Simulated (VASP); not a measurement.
# TaN (P6/mmm) in VASP: single point with r2SCAN

Aim: the single point of TaN with r2SCAN.

All numbers are computed with VASP 6.6.1; they aren't measurements. Logs are shortened: lines on timing, memory, paths and dates and some standing lists are left out, and cuts for length are marked.

**1. The cell of the first run**

Symmetry: P6/mmm, No. 191, hexagonal system. The conventional cell has a = 5.225 Å, b = 5.225 Å, c = 2.927 Å, α = 90.00°, β = 90.00°, γ = 120.00°. Within 3.4 Å of Ta (site symmetry 6/mmm) lie 6 N at 2.61 Å and 14 Ta at 2.93 to 3.35 Å. Ta (site symmetry -6m2) has 6 N at 2.10 Å within 2.8 Å. Within 2.8 Å of N (site symmetry mmm) lie 6 Ta at 2.10 to 2.61 Å and 4 N at 2.61 Å.

**2. Single point, r2SCAN**

Contents of POSCAR:

```
TaN
1.0
    5.2253320000      0.0000000000      0.0000000000
   -2.6126660000      4.5252720000      0.0000000000
    0.0000000000      0.0000000000      2.9272330000
Ta N
3 3
Direct
    0.0000000000      0.0000000000      0.0000000000
    0.3333300000      0.6666700000      0.5000000000
    0.6666600000      0.3333300000      0.5000000000
    0.5000000000      0.0000000000      0.0000000000
    0.5000000000      0.5000000000      0.0000000000
    0.0000000000      0.5000000000      0.0000000000
```

Contents of INCAR.step1:

```
SYSTEM = TaN
PREC = Accurate
ENCUT = 520
ISMEAR = -1
SIGMA = 0.1
LREAL = .False.
LASPH = .True.
NELM = 80
NBANDS = 33
GGA = PE
ALGO = Normal
EDIFF = 1E-4
LWAVE = .True.
LCHARG = .False.
```

Contents of INCAR.step2:

```
SYSTEM = TaN
PREC = Accurate
ENCUT = 520
EDIFF = 1E-7
ISMEAR = -1
SIGMA = 0.1
LREAL = .False.
LASPH = .True.
NELM = 80
ALGO = Normal
ISIF = 2
LWAVE = .False.
LCHARG = .True.
METAGGA = R2SCAN
LMIXTAU = .True.
LELF = .True.
LVHAR = .True.
NBANDS = 33
ISTART = 1
```

Contents of KPOINTS:

```
regular mesh
0
Gamma
  8 8 11
  0 0 0
```

Potentials or basis: VASP PAW PBE potentials, release 64 (Ta_pv, N).

Started as:

```bash
cat potpaw_PBE.64/Ta_pv/POTCAR potpaw_PBE.64/N/POTCAR > POTCAR
cp INCAR.step1 INCAR
mpirun -np 1 vasp_std > vasp.out
cp INCAR.step2 INCAR
mpirun -np 1 vasp_std > vasp.out
```

OUTCAR:

```text
SYSTEM = TaN
   PREC = Accurate
   ENCUT = 520
   EDIFF = 1E-7
   ISMEAR = -1
   LREAL = .False.
   LASPH = .True.
   NELM = 80
   ISIF = 2
   METAGGA = R2SCAN
   ISTART = 1

 ion  position               nearest neighbor table
   1  0.000  0.000  0.000-   4 2.61   4 2.61   6 2.61   6 2.61   5 2.61   5 2.61   2 3.35   2 3.35
                             3 3.35   3 3.35   3 3.35   3 3.35   2 3.35   2 3.35   2 3.35   3 3.35
   2  0.333  0.667  0.500-   6 2.10   6 2.10   4 2.10   4 2.10   5 2.10   5 2.10   3 3.02   3 3.02
                             3 3.02   1 3.35   1 3.35   1 3.35   1 3.35   1 3.35   1 3.35
   3  0.667  0.333  0.500-   5 2.10   5 2.10   4 2.10   4 2.10   6 2.10   6 2.10   2 3.02   2 3.02
                             2 3.02   1 3.35   1 3.35   1 3.35   1 3.35   1 3.35   1 3.35
   4  0.500  0.000  0.000-   2 2.10   3 2.10   2 2.10   3 2.10   1 2.61   1 2.61
   5  0.500  0.500  0.000-   3 2.10   3 2.10   2 2.10   2 2.10   1 2.61   1 2.61
   6  0.000  0.500  0.000-   2 2.10   2 2.10   3 2.10   3 2.10   1 2.61   1 2.61

  LATTYP: Found a hexagonal cell.
 ALAT       =     5.2253320000
 C/A-ratio  =     0.5602003854

  Lattice vectors:

 A1 = (   5.2253320000,   0.0000000000,   0.0000000000)
 A2 = (  -2.6126660000,   4.5252720000,   0.0000000000)
 A3 = (   0.0000000000,   0.0000000000,   2.9272330000)

Analysis of symmetry for initial positions (statically):
=====================================================================
 Subroutine PRICEL returns:
 Original cell was already a primitive cell.

 Routine SETGRP: Setting up the symmetry group for a
 hexagonal supercell.

 Subroutine GETGRP returns: Found  4 space group operations
 (whereof  4 operations were pure point group operations)
 out of a pool of 24 trial point group operations.

The static configuration has the point symmetry C_2v.

Analysis of symmetry for dynamics (positions and initial velocities):
=====================================================================
 Subroutine PRICEL returns:
 Original cell was already a primitive cell.

 Routine SETGRP: Setting up the symmetry group for a
 hexagonal supercell.

 Subroutine GETGRP returns: Found  4 space group operations
 (whereof  4 operations were pure point group operations)
 out of a pool of 24 trial point group operations.

The dynamic configuration has the point symmetry C_2v.

 Subroutine INISYM returns: Found  4 space group operations
 (whereof  4 operations are pure point group operations),
 and found     1 'primitive' translations

----------------------------------------------------------------------------------------

                                     Primitive cell

  volume of cell :      69.2175

  direct lattice vectors                    reciprocal lattice vectors
     5.225332000  0.000000000  0.000000000     0.191375400  0.110490596  0.000000000
    -2.612666000  4.525272000  0.000000000     0.000000000  0.220981192  0.000000000
     0.000000000  0.000000000  2.927233000     0.000000000  0.000000000  0.341619543

  length of vectors
     5.225332000  5.225333511  2.927233000     0.220981256  0.220981192  0.341619543

  position of ions in fractional coordinates (direct lattice)
     0.000000000  0.000000000  0.000000000
     0.333330000  0.666670000  0.500000000
     0.666660000  0.333330000  0.500000000
     0.500000000  0.000000000  0.000000000
     0.500000000  0.500000000  0.000000000
     0.000000000  0.500000000  0.000000000

  ion indices of the primitive-cell ions
   primitive index   ion index
                 1           1
                 2           2
                 3           3
                 4           4
                 5           5
                 6           6

----------------------------------------------------------------------------------------

 KPOINTS: regular mesh

Automatic generation of k-mesh.
 Grid dimensions read from file:
 generate k-points for:    8    8   11

 Generating k-lattice:

  Cartesian coordinates                     Fractional coordinates (reciprocal lattice)
     0.023921925  0.013811324  0.000000000     0.125000000  0.000000000  0.000000000
     0.000000000  0.027622649  0.000000000     0.000000000  0.125000000  0.000000000
     0.000000000  0.000000000  0.031056322     0.000000000  0.000000000  0.090909091

  Length of vectors
     0.027622657  0.027622649  0.031056322

  Shift w.r.t. Gamma in fractional coordinates (k-lattice)
     0.000000000  0.000000000  0.000000000

 Subroutine IBZKPT returns following result:
 ===========================================

 Found    126 irreducible k-points:

 Following reciprocal coordinates:
            Coordinates               Weight
  0.000000  0.000000  0.000000      1.000000
  0.125000  0.000000  0.000000      4.000000
  0.000000  0.125000  0.000000      2.000000
  0.250000  0.000000  0.000000      4.000000
  0.000000  0.250000  0.000000      2.000000
  0.375000 -0.000000  0.000000      4.000000
[... 16 lines left out ...]
  0.125000  0.000000  0.090909      8.000000
  0.000000  0.125000  0.090909      4.000000
 [... further k-points ...]
   k-points           NKPTS =    126   k-points in BZ     NKDIM =    126   number of bands    NBANDS=     33
   number of dos      NEDOS =    301   number of ions     NIONS =      6
   total plane-waves  NPLWV =  38400
   dimension x,y,z NGX =    40 NGY =   40 NGZ =   24
   dimension x,y,z NGXF=    80 NGYF=   80 NGZF=   48
   ions per type =               3   3
   NGX,Y,Z   is equivalent  to a cutoff of  12.73, 12.73, 13.63 a.u.
   NGXF,Y,Z  is equivalent  to a cutoff of  25.45, 25.45, 27.26 a.u.
 SYSTEM =  TaN
   PREC   = accura    normal or accurate (medium, high low for compatibility)
   ISTART =      1    job   : 0-new  1-cont  2-samecut
   ICHARG =      0    charge: 1-file 2-atom 10-const
   ISPIN  =      1    spin polarized calculation?
   LNONCOLLINEAR =      F non collinear calculations
   LSORBIT =      F    spin-orbit coupling
   LASPH  =      T    aspherical Exc in radial PAW
   ENCUT  =  520.0 eV  38.22 Ry    6.18 a.u.   9.72  9.72  5.44*2*pi/ulx,y,z
   NELM   =     80;   NELMIN=  2; NELMDL=  0     # of ELM steps
   EDIFF  = 0.1E-06   stopping-criterion for ELM
   LREAL  =      F    real-space projection
   EDIFFG = 0.1E-05   stopping-criterion for IOM
   NSW    =      0    number of steps for IOM
   IBRION =     -1    ionic relax: 0-MD 1-quasi-New 2-CG
   NFREE  =      0    steps in history (QN), initial steepest desc. (CG)
   ISIF   =      2    stress and relaxation
   ISYM   =      2    0-nonsym 1-usesym 2-fastsym
   POTIM  = 0.5000    time-step for ionic-motion
   TEBEG  =    0.0;   TEEND  =   0.0 temperature during run
   PSTRESS=    0.0 pullay stress
   NELECT =      48.0000    total number of electrons
   NUPDOWN=      -1.0000    fix difference up-down
   EMIN   =  10.00;   EMAX   =-10.00  energy-range for DOS
   EFERMI =   0.00;   METHOD = LEGACY
   ISMEAR =    -1;   SIGMA  =   0.10  broadening in eV -4-tet -1-fermi 0-gaus
   EFERMI_NEDOS =   21; number of points for ismear=-14 and -15
   IALGO  =     38    algorithm
   IMIX   =      4    mixing-type and parameters
     AMIX     =   0.40;   BMIX     =  1.00
     AMIX_MAG =   1.60;   BMIX_MAG =  1.00
  volume/ion in A,a.u.               =      11.54        77.85
  Fermi-wavevector in a.u.,A,eV,Ry     =   1.449050  2.738307 28.568766  2.099745
  Thomas-Fermi vector in A             =   2.566821
   LORBIT       =      0    0 simple, 1 ext, 2 COOP (PROOUT), +10 PAW based schemes
   METAGGA = R2SCAN    functional components
   LHFCALC =     F    Hartree Fock is set to
   AEXX    =    0.0000 exact exchange contribution
   IVDW    =     0    specifies the selected vdW correction
   LEPSILON=     F    determine dielectric tensor
   LRPA    =     F    only Hartree local field effects (RPA)
 non-spin polarized calculation
  energy-cutoff  :      520.00
  volume of cell :       69.22
 maximum number of plane-waves:      1895
   NGX = 19   NGY = 19   NGZ = 11

 number of electron      48.0000001 magnetization

 Free energy of the ion-electron system (eV)
  ---------------------------------------------------
  ext. energy  EPLUGINS =         0.00000000
  ---------------------------------------------------
  free energy    TOTEN  =      -178.41111848 eV

  energy without entropy =     -178.37674389  energy(sigma->0) =     -178.39393119

 E-fermi :   7.9586     XC(G=0): -13.9261

 val. band max:        7.9169781796   @ k =   0.3750  -0.0000   0.1818
 cond. band min:       7.9640482186   @ k =   0.0000   0.2500   0.1818
 fundamental gap:      0.0470700390
 Fermi energy:         7.9585944905

 k-point     1 :       0.0000    0.0000    0.0000
  band No.  band energies     occupation
      1     -29.6254      2.00000
      2     -29.6253      2.00000
      3     -29.2373      2.00000
      4     -29.2373      2.00000
      5     -29.0189      2.00000
      6     -28.8882      2.00000
[... 25 lines left out ...]
     32      11.2580      0.00000
     33      11.2581      0.00000

 k-point     2 :       0.1250    0.0000    0.0000
  band No.  band energies     occupation
      1     -29.6359      2.00000
      2     -29.6186      2.00000
      3     -29.2318      2.00000
      4     -29.2238      2.00000
      5     -29.0144      2.00000
      6     -28.8925      2.00000
[... 25 lines left out ...]
     32      11.3223      0.00000
     33      11.5491      0.00000

 k-point     3 :       0.0000    0.1250    0.0000
  band No.  band energies     occupation
      1     -29.6359      2.00000
      2     -29.6186      2.00000
      3     -29.2318      2.00000
      4     -29.2238      2.00000
      5     -29.0144      2.00000
      6     -28.8925      2.00000
[... 25 lines left out ...]
     32      11.3222      0.00000
     33      11.5490      0.00000

 k-point     4 :       0.2500    0.0000    0.0000
  band No.  band energies     occupation
      1     -29.6591      2.00000
      2     -29.5926      2.00000
      3     -29.2378      2.00000
      4     -29.1929      2.00000
      5     -29.0018      2.00000
      6     -28.9125      2.00000
[... 673 lines left out ...]
     32      10.8859      0.00000
     33      11.2386      0.00000

 k-point    23 :       0.1250    0.0000    0.0909
  band No.  band energies     occupation
      1     -29.6232      2.00000
      2     -29.6061      2.00000
      3     -29.2211      2.00000
      4     -29.2127      2.00000
      5     -29.0907      2.00000
      6     -28.9590      2.00000
[... 25 lines left out ...]
     32      11.0524      0.00000
     33      11.5964      0.00000

 k-point    24 :       0.0000    0.1250    0.0909
  band No.  band energies     occupation
      1     -29.6232      2.00000
      2     -29.6061      2.00000
      3     -29.2211      2.00000
      4     -29.2127      2.00000
      5     -29.0907      2.00000
      6     -28.9590      2.00000
[... 25 lines left out ...]
     32      11.0524      0.00000
     33      11.5964      0.00000

 [... further k-points ...]
[... 5 lines left out ...]
  --------------------------------------------------------------------------------------
  -------------------------------------------------------------------------------------
  Total        0.5883029      0.5889665     -1.0461206      0.0000000      0.0000000      0.0000000
  in kB       13.6174479     13.6328086    -24.2145538      0.0000000      0.0000000      0.0000000
  external PRESSURE =       1.0119009 kB  Pullay stress =       0.0000000 kB

 VOLUME and BASIS-vectors are now :
 -----------------------------------------------------------------------------
  energy-cutoff  :      520.00
  volume of cell :       69.22
      direct lattice vectors                 reciprocal lattice vectors
     5.225332000  0.000000000  0.000000000     0.191375400  0.110490596  0.000000000
    -2.612666000  4.525272000  0.000000000     0.000000000  0.220981192  0.000000000
     0.000000000  0.000000000  2.927233000     0.000000000  0.000000000  0.341619543

 POSITION                                       TOTAL-FORCE (eV/Angst)
 -----------------------------------------------------------------------------------
      0.00000      0.00000      0.00000        -0.000100      0.000000      0.000000
     -0.00003      3.01686      1.46362         0.000450     -0.000512      0.000000
      2.61264      1.50841      1.46362         0.000450      0.000512      0.000000
      2.61267      0.00000      0.00000        -0.000021      0.000000      0.000000
      1.30633      2.26264      0.00000        -0.000389      0.000213      0.000000
     -1.30633      2.26264      0.00000        -0.000389     -0.000213      0.000000
 -----------------------------------------------------------------------------------
    total drift:                               -0.000000     -0.000000      0.000000

  FREE ENERGIE OF THE ION-ELECTRON SYSTEM (eV)
  ---------------------------------------------------
  free  energy   TOTEN  =      -178.4111184779 eV

  energy  without entropy=     -178.3767438933  energy(sigma->0) =     -178.39393119
```

Run time: 19 min. Hardware: 1 thread of Intel Xeon 8259CL, shared host; peak memory 0.36 GiB.

Results:

```yaml
Free_energy: -178.4111 eV
Pressure: 0.1 GPa
Band_gap_on_the_k_mesh: zero (bands 24 and 25 overlap by 2.08 eV)
```

Levels at points of the mesh, in eV from the Fermi level:
```csv
k point,band 21,band 22,band 23,band 24,band 25,band 26,band 27,band 28
"(0.00, 0.00, 0.00)",-3.22,-2.62,-2.07,-1.09,-1.09,0.93,0.93,1.52
"(0.50, 0.00, 0.00)",-3.59,-3.13,-1.69,-0.60,1.46,1.90,2.00,2.36
"(0.00, 0.50, 0.00)",-3.59,-3.13,-1.69,-0.60,1.46,1.90,2.00,2.36
```

Caveat: the PAW data sets were made with another functional, which shifts forces and pressure a little; spin-orbit coupling is left out, which moves the levels of the heavy elements.
